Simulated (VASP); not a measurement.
# WC in VASP: single point with r2SCAN

Aim: the single point of WC with r2SCAN.

Program: VASP 6.6.1. These are calculated values, not measurements. Logs are shortened: lines on timing, memory, paths and dates and some standing lists are left out, and cuts for length are marked.

### 1 The cell of the first run

The typed cell holds 2 atoms: a = 2.901 Å, b = 2.901 Å, c = 2.838 Å, α = 90.00°, β = 90.00°, γ = 120.00°.

### 2 Single point, r2SCAN

File POSCAR:

```
WC
1.0
    2.9005922600      0.0000000000      0.0000000000
   -1.4502961300      2.5119892000      0.0000000000
    0.0000000000      0.0000000000      2.8383434800
W C
1 1
Direct
    0.0000000000      0.0000000000      0.0000000000
    0.6667000000      0.3333000000      0.5000000000
```

File INCAR.step1:

```
SYSTEM = WC
ALGO = Normal ; EDIFF = 1E-4
ENCUT = 520 ; GGA = PE
ISMEAR = -1 ; LASPH = .TRUE.
LCHARG = .FALSE. ; LREAL = .FALSE.
LWAVE = .TRUE. ; NBANDS = 16
NELM = 100 ; PREC = Accurate
SIGMA = 0.1
```

File INCAR.step2:

```
SYSTEM = WC
ALGO = Normal ; EDIFF = 1E-6
ENCUT = 520 ; ISIF = 2
ISMEAR = -1 ; ISTART = 1
LASPH = .TRUE. ; LCHARG = .TRUE.
LELF = .TRUE. ; LMIXTAU = .TRUE.
LREAL = .FALSE. ; LVHAR = .TRUE.
LWAVE = .FALSE. ; METAGGA = R2SCAN
NBANDS = 16 ; NELM = 100
PREC = Accurate ; SIGMA = 0.1
```

File KPOINTS:

```
k-points
0
G
  13 13 12
  0 0 0
```

Potentials or basis: VASP PAW PBE potentials, release 64 (W_sv, C).

Command:

```
$ cat potpaw_PBE.64/W_sv/POTCAR potpaw_PBE.64/C/POTCAR > POTCAR
$ cp INCAR.step1 INCAR
$ mpirun -np 1 vasp_std > vasp.out
$ cp INCAR.step2 INCAR
$ mpirun -np 1 vasp_std > vasp.out
```

OUTCAR:

```text
SYSTEM = WC
   EDIFF = 1E-6
   ENCUT = 520
   ISIF = 2
   ISMEAR = -1
   ISTART = 1
   LASPH = .TRUE.
   LREAL = .FALSE.
   METAGGA = R2SCAN
   NELM = 100
   PREC = Accurate

 ion  position               nearest neighbor table
   1  0.000  0.000  0.000-   2 2.19   2 2.19   2 2.20   2 2.20   2 2.20   2 2.20
   2  0.667  0.333  0.500-   1 2.19   1 2.19   1 2.20   1 2.20   1 2.20   1 2.20

  LATTYP: Found a hexagonal cell.
 ALAT       =     2.9005922600
 C/A-ratio  =     0.9785392863

  Lattice vectors:

 A1 = (   2.9005922600,   0.0000000000,   0.0000000000)
 A2 = (  -1.4502961300,   2.5119892000,   0.0000000000)
 A3 = (   0.0000000000,   0.0000000000,   2.8383434800)

Analysis of symmetry for initial positions (statically):
=====================================================================
 Subroutine PRICEL returns:
 Original cell was already a primitive cell.

 Routine SETGRP: Setting up the symmetry group for a
 hexagonal supercell.

 Subroutine GETGRP returns: Found  4 space group operations
 (whereof  4 operations were pure point group operations)
 out of a pool of 24 trial point group operations.

The static configuration has the point symmetry C_2v.

Analysis of symmetry for dynamics (positions and initial velocities):
=====================================================================
 Subroutine PRICEL returns:
 Original cell was already a primitive cell.

 Routine SETGRP: Setting up the symmetry group for a
 hexagonal supercell.

 Subroutine GETGRP returns: Found  4 space group operations
 (whereof  4 operations were pure point group operations)
 out of a pool of 24 trial point group operations.

The dynamic configuration has the point symmetry C_2v.

 Subroutine INISYM returns: Found  4 space group operations
 (whereof  4 operations are pure point group operations),
 and found     1 'primitive' translations

----------------------------------------------------------------------------------------

                                     Primitive cell

  volume of cell :      20.6809

  direct lattice vectors                    reciprocal lattice vectors
     2.900592260  0.000000000  0.000000000     0.344757177  0.199045442  0.000000000
    -1.450296130  2.511989200  0.000000000     0.000000000  0.398090884  0.000000000
     0.000000000  0.000000000  2.838343480     0.000000000  0.000000000  0.352318177

  length of vectors
     2.900592260  2.900594526  2.838343480     0.398091195  0.398090884  0.352318177

  position of ions in fractional coordinates (direct lattice)
     0.000000000  0.000000000  0.000000000
     0.666700000  0.333300000  0.500000000

  ion indices of the primitive-cell ions
   primitive index   ion index
                 1           1
                 2           2

----------------------------------------------------------------------------------------

 KPOINTS: k-points

Automatic generation of k-mesh.
 Grid dimensions read from file:
 generate k-points for:   13   13   12

 Generating k-lattice:

  Cartesian coordinates                     Fractional coordinates (reciprocal lattice)
     0.026519783  0.015311188  0.000000000     0.076923077  0.000000000  0.000000000
     0.000000000  0.030622376  0.000000000     0.000000000  0.076923077  0.000000000
     0.000000000  0.000000000  0.029359848     0.000000000  0.000000000  0.083333333

  Length of vectors
     0.030622400  0.030622376  0.029359848

  Shift w.r.t. Gamma in fractional coordinates (k-lattice)
     0.000000000  0.000000000  0.000000000

 Subroutine IBZKPT returns following result:
 ===========================================

 Found    343 irreducible k-points:

 Following reciprocal coordinates:
            Coordinates               Weight
  0.000000  0.000000  0.000000      1.000000
  0.076923  0.000000  0.000000      4.000000
 -0.076923  0.076923  0.000000      2.000000
  0.153846  0.000000  0.000000      4.000000
 -0.153846  0.153846  0.000000      2.000000
  0.230769  0.000000  0.000000      4.000000
[... 16 lines left out ...]
 -0.076923  0.384615  0.000000      4.000000
 -0.384615  0.307692  0.000000      4.000000
 [... further k-points ...]
   k-points           NKPTS =    343   k-points in BZ     NKDIM =    343   number of bands    NBANDS=     16
   number of dos      NEDOS =    301   number of ions     NIONS =      2
   total plane-waves  NPLWV =  13824
   dimension x,y,z NGX =    24 NGY =   24 NGZ =   24
   dimension x,y,z NGXF=    48 NGYF=   48 NGZF=   48
   ions per type =               1   1
   NGX,Y,Z   is equivalent  to a cutoff of  13.76, 13.76, 14.06 a.u.
   NGXF,Y,Z  is equivalent  to a cutoff of  27.51, 27.51, 28.11 a.u.
 SYSTEM =  WC
   PREC   = accura    normal or accurate (medium, high low for compatibility)
   ISTART =      1    job   : 0-new  1-cont  2-samecut
   ICHARG =      0    charge: 1-file 2-atom 10-const
   ISPIN  =      1    spin polarized calculation?
   LNONCOLLINEAR =      F non collinear calculations
   LSORBIT =      F    spin-orbit coupling
   LASPH  =      T    aspherical Exc in radial PAW
   ENCUT  =  520.0 eV  38.22 Ry    6.18 a.u.   5.39  5.39  5.28*2*pi/ulx,y,z
   NELM   =    100;   NELMIN=  2; NELMDL=  0     # of ELM steps
   EDIFF  = 0.1E-05   stopping-criterion for ELM
   LREAL  =      F    real-space projection
   EDIFFG = 0.1E-04   stopping-criterion for IOM
   NSW    =      0    number of steps for IOM
   IBRION =     -1    ionic relax: 0-MD 1-quasi-New 2-CG
   NFREE  =      0    steps in history (QN), initial steepest desc. (CG)
   ISIF   =      2    stress and relaxation
   ISYM   =      2    0-nonsym 1-usesym 2-fastsym
   POTIM  = 0.5000    time-step for ionic-motion
   TEBEG  =    0.0;   TEEND  =   0.0 temperature during run
   PSTRESS=    0.0 pullay stress
   NELECT =      18.0000    total number of electrons
   NUPDOWN=      -1.0000    fix difference up-down
   EMIN   =  10.00;   EMAX   =-10.00  energy-range for DOS
   EFERMI =   0.00;   METHOD = LEGACY
   ISMEAR =    -1;   SIGMA  =   0.10  broadening in eV -4-tet -1-fermi 0-gaus
   EFERMI_NEDOS =   21; number of points for ismear=-14 and -15
   IALGO  =     38    algorithm
   IMIX   =      4    mixing-type and parameters
     AMIX     =   0.40;   BMIX     =  1.00
     AMIX_MAG =   1.60;   BMIX_MAG =  1.00
  volume/ion in A,a.u.               =      10.34        69.78
  Fermi-wavevector in a.u.,A,eV,Ry     =   1.563061  2.953757 33.241196  2.443159
  Thomas-Fermi vector in A             =   2.665888
   LORBIT       =      0    0 simple, 1 ext, 2 COOP (PROOUT), +10 PAW based schemes
   METAGGA = R2SCAN    functional components
   LHFCALC =     F    Hartree Fock is set to
   AEXX    =    0.0000 exact exchange contribution
   IVDW    =     0    specifies the selected vdW correction
   LEPSILON=     F    determine dielectric tensor
   LRPA    =     F    only Hartree local field effects (RPA)
 non-spin polarized calculation
  energy-cutoff  :      520.00
  volume of cell :       20.68
 maximum number of plane-waves:       580
 NGX is ok and might be reduce to    24
   NGX = 11   NGY = 11   NGZ = 11

 number of electron      18.0000000 magnetization

 Free energy of the ion-electron system (eV)
  ---------------------------------------------------
  ext. energy  EPLUGINS =         0.00000000
  ---------------------------------------------------
  free energy    TOTEN  =       -61.61345887 eV

  energy without entropy =      -61.60461823  energy(sigma->0) =      -61.60903855

 E-fermi :  11.0269     XC(G=0): -14.9930

 val. band max:       11.0101491137   @ k =   0.4615   0.0769   0.5000
 cond. band min:      11.0306291467   @ k =   0.0769   0.0000   0.3333
 fundamental gap:      0.0204800330
 Fermi energy:        11.0269416903

 k-point     1 :       0.0000    0.0000    0.0000
  band No.  band energies     occupation
      1     -64.9244      2.00000
      2     -28.2371      2.00000
      3     -28.1189      2.00000
      4     -28.1189      2.00000
      5      -4.2551      2.00000
      6       6.4974      2.00000
[... 8 lines left out ...]
     15      26.2908      0.00000
     16      28.6589      0.00000

 k-point     2 :       0.0769    0.0000    0.0000
  band No.  band energies     occupation
      1     -64.9205      2.00000
      2     -28.2302      2.00000
      3     -28.1723      2.00000
      4     -28.1309      2.00000
      5      -4.0939      2.00000
      6       6.5553      2.00000
[... 8 lines left out ...]
     15      25.9525      0.00000
     16      29.0078      0.00000

 k-point     3 :      -0.0769    0.0769    0.0000
  band No.  band energies     occupation
      1     -64.9205      2.00000
      2     -28.2302      2.00000
      3     -28.1723      2.00000
      4     -28.1309      2.00000
      5      -4.0939      2.00000
      6       6.5553      2.00000
[... 8 lines left out ...]
     15      25.9532      0.00000
     16      29.0061      0.00000

 k-point     4 :       0.1538    0.0000    0.0000
  band No.  band energies     occupation
      1     -64.9099      2.00000
      2     -28.3183      2.00000
      3     -28.2110      2.00000
      4     -28.1639      2.00000
      5      -3.6350      2.00000
      6       6.2567      2.00000
[... 8 lines left out ...]
     15      25.6029      0.00000
     16      29.9778      0.00000
[... 324 lines left out ...]
 k-point    22 :       0.3077    0.0769    0.0000
  band No.  band energies     occupation
      1     -64.8702      2.00000
      2     -28.8135      2.00000
      3     -28.3082      2.00000
      4     -28.1394      2.00000
      5      -1.6565      2.00000
      6       4.3468      2.00000
[... 8 lines left out ...]
     15      27.0476      0.00000
     16      28.5224      0.00000

 k-point    23 :      -0.0769    0.3846    0.0000
  band No.  band energies     occupation
      1     -64.8702      2.00000
      2     -28.8135      2.00000
      3     -28.3082      2.00000
      4     -28.1394      2.00000
      5      -1.6565      2.00000
      6       4.3468      2.00000
[... 8 lines left out ...]
     15      27.0481      0.00000
     16      28.5219      0.00000

 k-point    24 :      -0.3846    0.3077    0.0000
  band No.  band energies     occupation
      1     -64.8702      2.00000
      2     -28.8135      2.00000
      3     -28.3082      2.00000
      4     -28.1394      2.00000
      5      -1.6561      2.00000
      6       4.3464      2.00000
[... 8 lines left out ...]
     15      27.0489      0.00000
     16      28.5221      0.00000

 [... further k-points ...]

------------------------ aborting loop because EDIFF is reached ----------------------------------------

  FORCE on cell =-STRESS in cart. coord.  units (eV):
  Direction    XX          YY          ZZ          XY          YZ          ZX
  --------------------------------------------------------------------------------------
  -------------------------------------------------------------------------------------
  Total        0.7421959      0.7413112      0.3281165     -0.0007675      0.0000000      0.0000000
  in kB       57.4989238     57.4303892     25.4196345     -0.0594564      0.0000000      0.0000000
  external PRESSURE =      46.7829825 kB  Pullay stress =       0.0000000 kB

 VOLUME and BASIS-vectors are now :
 -----------------------------------------------------------------------------
  energy-cutoff  :      520.00
  volume of cell :       20.68
      direct lattice vectors                 reciprocal lattice vectors
     2.900592260  0.000000000  0.000000000     0.344757177  0.199045442  0.000000000
    -1.450296130  2.511989200  0.000000000     0.000000000  0.398090884  0.000000000
     0.000000000  0.000000000  2.838343480     0.000000000  0.000000000  0.352318177

 POSITION                                       TOTAL-FORCE (eV/Angst)
 -----------------------------------------------------------------------------------
      0.00000      0.00000      0.00000         0.002354     -0.001359      0.000000
      1.45044      0.83725      1.41917        -0.002354      0.001359      0.000000
 -----------------------------------------------------------------------------------
    total drift:                               -0.000001      0.000010      0.000000

  FREE ENERGIE OF THE ION-ELECTRON SYSTEM (eV)
  ---------------------------------------------------
  free  energy   TOTEN  =       -61.6134588737 eV

  energy  without entropy=      -61.6046182299  energy(sigma->0) =      -61.60903855
```

Run time: 8.6 min. Hardware: 1 thread of AMD EPYC 7R43 (Zen 3), shared host; peak memory 0.21 GiB.

What came out:

| Property | Result |
| --- | --- |
| Free energy | -61.6135 eV |
| Pressure | 4.7 GPa |
| Band gap on the k mesh | zero (band 9 reaches 11.78 eV, above the bottom of band 10 at 10.43 eV) |

Forces on the atoms (eV/Å):
```
W    0.002 -0.001  0.000
C   -0.002  0.001  0.000
```

Stress tensor (GPa, compression positive):
```
 5.75 -0.01  0.00
-0.01  5.74  0.00
 0.00  0.00  2.54
```

Levels at points of the mesh, in eV from the Fermi level:
```tsv
k point	band 7	band 8	band 9	band 10	band 11	band 12
(0.00, 0.00, 0.00)	-3.49	-3.49	0.06	3.41	3.41	5.96
(0.00, 0.00, 0.50)	-2.09	-2.09	-0.60	-0.60	3.77	4.85
```

Caveat: the PAW data sets were made with another functional, which shifts forces and pressure a little; spin-orbit coupling is left out, which moves the levels of the heavy elements.
